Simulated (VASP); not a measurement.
Set up this calculation in VASP 6.6.1, as the native input.

* Task: single point
* Functional: PBE
* Potentials or basis: VASP PAW PBE potentials, release 64 (B, N)
* Cutoff: 520 eV
* k mesh: 12 × 12 × 12
* Occupations: gaussian, width 0.05 eV
* Spin: no spin polarisation
* Dipole correction: no
* Further INCAR settings: ALGO = Normal; EDIFF = 1e-07; NBANDS = 11

The structure of BN lies in POSCAR:

```
BN
1.0
    0.0000000000      1.8821975209      1.8821975209
    1.8821975209      0.0000000000      1.8821975209
    1.8821975209      1.8821975209      0.0000000000
B N
1 1
Direct
    0.0000000000      0.0000000000      0.0000000000
    0.7500000000      0.7500000000      0.7500000000
```

This cell differs from its parent crystal: volume 6.668 Å^3 an atom, c/a of the conventional cell 1.0000.

The input as run:

INCAR

```
ALGO     = Normal         # electronic algorithm
EDIFF    = 1E-7           # SCF threshold, eV
ENCUT    = 520            # plane-wave cutoff, eV
GGA      = PE             # functional
ISIF     = 2              # what is computed and relaxed
ISMEAR   = 0              # smearing method
LASPH    = T              # aspherical terms in the spheres
LCHARG   = F              # write CHGCAR
LREAL    = F              # projectors in reciprocal space
LWAVE    = F              # write WAVECAR
NBANDS   = 11             # bands
NELM     = 60             # most SCF steps
PREC     = Accurate       # precision mode
SIGMA    = 0.05           # smearing width, eV
```

KPOINTS

```
k-points
0
Gamma
  12 12 12
```

Potentials or basis: VASP PAW PBE potentials, release 64 (B, N).

Command:

```sh
$ cat potpaw_PBE.64/B/POTCAR potpaw_PBE.64/N/POTCAR > POTCAR
$ mpirun -np 1 vasp_std > vasp.out
```

Results of the run:

* Pressure: -34.2 GPa
* Band gap on the k mesh: 4.32 eV, indirect (least direct gap 8.24 eV)

Wall time 6.3 s on 1 thread of AMD EPYC 9R14 (Zen 4), on a shared host, peak memory 0.09 GiB.
